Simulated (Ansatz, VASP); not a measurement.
**One calculation of La2YAl2, two programs**

```
Y La Al
1.0
     4.56218    0.00000    0.00000
    -2.28109    3.95097    0.00000
     0.00000    0.00000    7.26802
Y La Al
1 2 2
Direct
  0.00000 0.00000 0.00000
  0.33330 0.66670 0.25730
  0.66670 0.33330 0.74270
  0.33330 0.66670 0.64200
  0.66670 0.33330 0.35800
```

Alike in both runs: task single point; functional PBEsol; k mesh 9 × 9 × 5; no spin polarisation.

```csv
,VASP,Ansatz
version,VASP 6.6.1,Ansatz 0.2.0
potentials or method,"VASP PAW PBE potentials, release 64 (Y_sv, La, Al), cutoff 520 eV",PAW plane waves
occupations,"fermi-dirac, width 0.1 eV",fermi-dirac
valence electrons in the cell,39,39
```

Ansatz gave:

* pressure (GPa): 10.2
* traceless stress, the component that is largest in VASP (GPa): -4.47
* rms of the force components (eV/Å): 0.488

Q: Which values does VASP return?

A: Pressure (GPa): 10.2; traceless stress, the component that is largest in VASP (GPa): -4.48; rms of the force components (eV/Å): 0.488.

VASP's potentials were made for PBE, not for PBEsol. Atom by atom the forces differ by 0.002 eV/Å (rms over components). Ansatz's warnings: structure snapped to symmetry.

Neither program's run includes spin-orbit coupling.
